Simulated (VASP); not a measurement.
# TiAl (Pm-3m) in VASP: single point with PBEsol

Aim: the single point of TiAl with PBEsol.

All numbers are computed with VASP 6.6.1; they aren't measurements. Logs are shortened: lines on timing, memory, paths and dates and some standing lists are left out, and cuts for length are marked.

## Step 1: The cell of the first run

It takes space group Pm-3m (No. 221, cubic). Conventional cell: a = 3.018 Å, b = 3.018 Å, c = 3.018 Å, α = 90.00°, β = 90.00°, γ = 90.00°. Ti (site symmetry m-3m) has 8 Al at 2.61 Å and 6 Ti at 3.02 Å within 3.4 Å. Within 3.4 Å of Al (site symmetry m-3m) lie 8 Ti at 2.61 Å and 6 Al at 3.02 Å.

## Step 2: Single point, PBEsol

INCAR

```
PREC     = Accurate       # precision mode
ENCUT    = 500            # plane-wave cutoff, eV
EDIFF    = 1E-6           # SCF threshold, eV
ISMEAR   = 0              # smearing method
SIGMA    = 0.1            # smearing width, eV
LREAL    = False          # projectors in reciprocal space
LASPH    = True           # aspherical terms in the spheres
NELM     = 120            # most SCF steps
ALGO     = Normal         # electronic algorithm
ISIF     = 2              # what is computed and relaxed
LWAVE    = False          # write WAVECAR
LCHARG   = False          # write CHGCAR
GGA      = PS             # functional
NBANDS   = 14             # bands
GGA_COMPAT= False
```

KPOINTS

```
regular mesh
0
Gamma
  8 8 8
```

POSCAR

```
TiAl
1.0
    3.0180000000      0.0000000000      0.0000000000
    0.0000000000      3.0180000000      0.0000000000
    0.0000000000      0.0000000000      3.0180000000
Ti Al
1 1
Direct
    0.5000000000      0.5000000000      0.5000000000
    0.0000000000      0.0000000000      0.0000000000
```

Potentials or basis: VASP PAW PBE potentials, release 64 (Ti_sv, Al).

Command:

```
> cat potpaw_PBE.64/Ti_sv/POTCAR potpaw_PBE.64/Al/POTCAR > POTCAR
> mpirun -np 1 vasp_std > vasp.out
```

OUTCAR:

```text
PREC = Accurate
   ENCUT = 500
   EDIFF = 1E-6
   ISMEAR = 0
   LREAL = False
   LASPH = True
   NELM = 120
   ISIF = 2
   GGA = PS

 ion  position               nearest neighbor table
   1  0.500  0.500  0.500-   2 2.61   2 2.61   2 2.61   2 2.61   2 2.61   2 2.61   2 2.61   2 2.61

   2  0.000  0.000  0.000-   1 2.61   1 2.61   1 2.61   1 2.61   1 2.61   1 2.61   1 2.61   1 2.61

  LATTYP: Found a simple cubic cell.
 ALAT       =     3.0180000000

  Lattice vectors:

 A1 = (   3.0180000000,   0.0000000000,   0.0000000000)
 A2 = (   0.0000000000,   3.0180000000,   0.0000000000)
 A3 = (   0.0000000000,   0.0000000000,   3.0180000000)

Analysis of symmetry for initial positions (statically):
=====================================================================
 Subroutine PRICEL returns:
 Original cell was already a primitive cell.

 Routine SETGRP: Setting up the symmetry group for a
 simple cubic supercell.

 Subroutine GETGRP returns: Found 48 space group operations
 (whereof 48 operations were pure point group operations)
 out of a pool of 48 trial point group operations.

The static configuration has the point symmetry O_h .

Analysis of symmetry for dynamics (positions and initial velocities):
=====================================================================
 Subroutine PRICEL returns:
 Original cell was already a primitive cell.

 Routine SETGRP: Setting up the symmetry group for a
 simple cubic supercell.

 Subroutine GETGRP returns: Found 48 space group operations
 (whereof 48 operations were pure point group operations)
 out of a pool of 48 trial point group operations.

The dynamic configuration has the point symmetry O_h .

 Subroutine INISYM returns: Found 48 space group operations
 (whereof 48 operations are pure point group operations),
 and found     1 'primitive' translations

----------------------------------------------------------------------------------------

                                     Primitive cell

  volume of cell :      27.4889

  direct lattice vectors                    reciprocal lattice vectors
     3.018000000  0.000000000  0.000000000     0.331345262  0.000000000  0.000000000
     0.000000000  3.018000000  0.000000000     0.000000000  0.331345262  0.000000000
     0.000000000  0.000000000  3.018000000     0.000000000  0.000000000  0.331345262

  length of vectors
     3.018000000  3.018000000  3.018000000     0.331345262  0.331345262  0.331345262

  position of ions in fractional coordinates (direct lattice)
     0.500000000  0.500000000  0.500000000
     0.000000000  0.000000000  0.000000000

  ion indices of the primitive-cell ions
   primitive index   ion index
                 1           1
                 2           2

----------------------------------------------------------------------------------------

 KPOINTS: regular mesh

Automatic generation of k-mesh.
 Grid dimensions read from file:
 generate k-points for:    8    8    8

 Generating k-lattice:

  Cartesian coordinates                     Fractional coordinates (reciprocal lattice)
     0.041418158  0.000000000  0.000000000     0.125000000  0.000000000  0.000000000
     0.000000000  0.041418158  0.000000000     0.000000000  0.125000000  0.000000000
     0.000000000  0.000000000  0.041418158     0.000000000  0.000000000  0.125000000

  Length of vectors
     0.041418158  0.041418158  0.041418158

  Shift w.r.t. Gamma in fractional coordinates (k-lattice)
     0.000000000  0.000000000  0.000000000

 Subroutine IBZKPT returns following result:
 ===========================================

 Found     35 irreducible k-points:

 Following reciprocal coordinates:
            Coordinates               Weight
  0.000000  0.000000  0.000000      1.000000
  0.125000  0.000000  0.000000      6.000000
  0.250000  0.000000  0.000000      6.000000
  0.375000  0.000000  0.000000      6.000000
  0.500000  0.000000  0.000000      3.000000
  0.125000  0.125000  0.000000     12.000000
[... 16 lines left out ...]
  0.375000  0.375000  0.125000     24.000000
  0.500000  0.375000  0.125000     24.000000
 [... further k-points ...]
   k-points           NKPTS =     35   k-points in BZ     NKDIM =     35   number of bands    NBANDS=     14
   number of dos      NEDOS =    301   number of ions     NIONS =      2
   total plane-waves  NPLWV =  13824
   dimension x,y,z NGX =    24 NGY =   24 NGZ =   24
   dimension x,y,z NGXF=    48 NGYF=   48 NGZF=   48
   ions per type =               1   1
   NGX,Y,Z   is equivalent  to a cutoff of  13.22, 13.22, 13.22 a.u.
   NGXF,Y,Z  is equivalent  to a cutoff of  26.44, 26.44, 26.44 a.u.
 SYSTEM =  unknown system
   PREC   = accura    normal or accurate (medium, high low for compatibility)
   ISTART =      0    job   : 0-new  1-cont  2-samecut
   ICHARG =      2    charge: 1-file 2-atom 10-const
   ISPIN  =      1    spin polarized calculation?
   LNONCOLLINEAR =      F non collinear calculations
   LSORBIT =      F    spin-orbit coupling
   LASPH  =      T    aspherical Exc in radial PAW
   ENCUT  =  500.0 eV  36.75 Ry    6.06 a.u.   5.50  5.50  5.50*2*pi/ulx,y,z
   NELM   =    120;   NELMIN=  2; NELMDL= -5     # of ELM steps
   EDIFF  = 0.1E-05   stopping-criterion for ELM
   LREAL  =      F    real-space projection
   EDIFFG = 0.1E-04   stopping-criterion for IOM
   NSW    =      0    number of steps for IOM
   IBRION =     -1    ionic relax: 0-MD 1-quasi-New 2-CG
   NFREE  =      0    steps in history (QN), initial steepest desc. (CG)
   ISIF   =      2    stress and relaxation
   ISYM   =      2    0-nonsym 1-usesym 2-fastsym
   POTIM  = 0.5000    time-step for ionic-motion
   TEBEG  =    0.0;   TEEND  =   0.0 temperature during run
   PSTRESS=    0.0 pullay stress
   NELECT =      15.0000    total number of electrons
   NUPDOWN=      -1.0000    fix difference up-down
   EMIN   =  10.00;   EMAX   =-10.00  energy-range for DOS
   EFERMI =   0.00;   METHOD = LEGACY
   ISMEAR =     0;   SIGMA  =   0.10  broadening in eV -4-tet -1-fermi 0-gaus
   EFERMI_NEDOS =   21; number of points for ismear=-14 and -15
   IALGO  =     38    algorithm
   IMIX   =      4    mixing-type and parameters
     AMIX     =   0.40;   BMIX     =  1.00
     AMIX_MAG =   1.60;   BMIX_MAG =  1.00
  volume/ion in A,a.u.               =      13.74        92.75
  Fermi-wavevector in a.u.,A,eV,Ry     =   1.337784  2.528045 24.349887  1.789666
  Thomas-Fermi vector in A             =   2.466306
   LORBIT       =      0    0 simple, 1 ext, 2 COOP (PROOUT), +10 PAW based schemes
   GGA     = PS    functional components
   LHFCALC =     F    Hartree Fock is set to
   AEXX    =    0.0000 exact exchange contribution
   IVDW    =     0    specifies the selected vdW correction
   LEPSILON=     F    determine dielectric tensor
   LRPA    =     F    only Hartree local field effects (RPA)
 non-spin polarized calculation
 Gauss-broadening in eV      SIGMA  =   0.10
  energy-cutoff  :      500.00
  volume of cell :       27.49
 maximum number of plane-waves:       739
 NGX is ok and might be reduce to    24
   NGX = 11   NGY = 11   NGZ = 11

 number of electron      14.9999999 magnetization

 Free energy of the ion-electron system (eV)
  ---------------------------------------------------
  ext. energy  EPLUGINS =         0.00000000
  ---------------------------------------------------
  free energy    TOTEN  =       -12.73624374 eV

  energy without entropy =      -12.72485527  energy(sigma->0) =      -12.73054951

 E-fermi :  10.4129     XC(G=0): -11.8854

 val. band max:       10.3446121109   @ k =   0.3750   0.1250   0.1250
 cond. band min:      10.4579499367   @ k =   0.5000   0.3750   0.2500
 fundamental gap:      0.1133378258
 Fermi energy:        10.4128741940

 k-point     1 :       0.0000    0.0000    0.0000
  band No.  band energies     occupation
      1     -45.9183      2.00000
      2     -22.2016      2.00000
      3     -22.2016      2.00000
      4     -22.2016      2.00000
      5       0.4789      2.00000
      6       8.5745      2.00000
      7       8.5745      2.00000
      8      12.5865      0.00000
      9      12.5865      0.00000
     10      12.5865      0.00000
     11      15.6706      0.00000
     12      15.6706      0.00000
     13      15.6706      0.00000
     14      20.2060      0.00000

 k-point     2 :       0.1250    0.0000    0.0000
  band No.  band energies     occupation
      1     -45.9138      2.00000
      2     -22.2475      2.00000
      3     -22.1976      2.00000
      4     -22.1976      2.00000
      5       0.7639      2.00000
      6       8.4628      2.00000
      7       8.7088      2.00000
      8      12.1298      0.00000
      9      12.1298      0.00000
     10      12.6242      0.00000
     11      14.7718      0.00000
     12      16.3127      0.00000
     13      16.3127      0.00000
     14      19.7409      0.00000

 k-point     3 :       0.2500    0.0000    0.0000
  band No.  band energies     occupation
      1     -45.9029      2.00000
      2     -22.3571      2.00000
      3     -22.1878      2.00000
      4     -22.1878      2.00000
      5       1.5876      2.00000
      6       7.7808      2.00000
      7       9.0658      2.00000
      8      11.3620      0.00000
      9      11.3620      0.00000
     10      12.7171      0.00000
     11      13.8718      0.00000
     12      17.6633      0.00000
     13      17.6633      0.00000
     14      18.6421      0.00000
[... 324 lines left out ...]
 k-point    23 :       0.3750    0.3750    0.1250
  band No.  band energies     occupation
      1     -45.8628      2.00000
      2     -22.4232      2.00000
      3     -22.4176      2.00000
      4     -22.1959      2.00000
      5       4.5778      2.00000
      6       7.4880      2.00000
      7       8.1677      2.00000
      8      10.0394      2.00000
      9      11.2709      0.00000
     10      11.4918      0.00000
     11      14.0958      0.00000
     12      16.0938      0.00000
     13      17.4935      0.00000
     14      18.8094      0.00000

 k-point    24 :       0.5000    0.3750    0.1250
  band No.  band energies     occupation
      1     -45.8585      2.00000
      2     -22.4618      2.00000
      3     -22.4138      2.00000
      4     -22.1915      2.00000
      5       5.0013      2.00000
      6       7.2322      2.00000
      7       8.2941      2.00000
      8       9.7538      2.00000
      9      11.4845      0.00000
     10      11.4882      0.00000
     11      13.9425      0.00000
     12      16.4020      0.00000
     13      16.5696      0.00000
     14      19.0239      0.00000

 [... further k-points ...]
[... 5 lines left out ...]
  --------------------------------------------------------------------------------------
  -------------------------------------------------------------------------------------
  Total        3.5553020      3.5553020      3.5553020      0.0000000     -0.0000000      0.0000000
  in kB      207.2189023    207.2189023    207.2189023      0.0000000     -0.0000000      0.0000000
  external PRESSURE =     207.2189023 kB  Pullay stress =       0.0000000 kB

 VOLUME and BASIS-vectors are now :
 -----------------------------------------------------------------------------
  energy-cutoff  :      500.00
  volume of cell :       27.49
      direct lattice vectors                 reciprocal lattice vectors
     3.018000000  0.000000000  0.000000000     0.331345262  0.000000000  0.000000000
     0.000000000  3.018000000  0.000000000     0.000000000  0.331345262  0.000000000
     0.000000000  0.000000000  3.018000000     0.000000000  0.000000000  0.331345262

 POSITION                                       TOTAL-FORCE (eV/Angst)
 -----------------------------------------------------------------------------------
      1.50900      1.50900      1.50900         0.000000      0.000000      0.000000
      0.00000      0.00000      0.00000         0.000000      0.000000      0.000000
 -----------------------------------------------------------------------------------
    total drift:                                0.000000     -0.000000     -0.000000

  FREE ENERGIE OF THE ION-ELECTRON SYSTEM (eV)
  ---------------------------------------------------
  free  energy   TOTEN  =       -12.7362437437 eV

  energy  without entropy=      -12.7248552715  energy(sigma->0) =      -12.73054951
```

Wall time 6.7 s (1 thread of Intel Xeon 6975P-C, shared host); peak memory 0.14 GiB.

Results:

| Item | Value |
| --- | --- |
| Free energy | -12.7362 eV |
| Pressure | 20.7 GPa |

Caveat: the PAW data sets were made with another functional, which shifts forces and pressure a little.
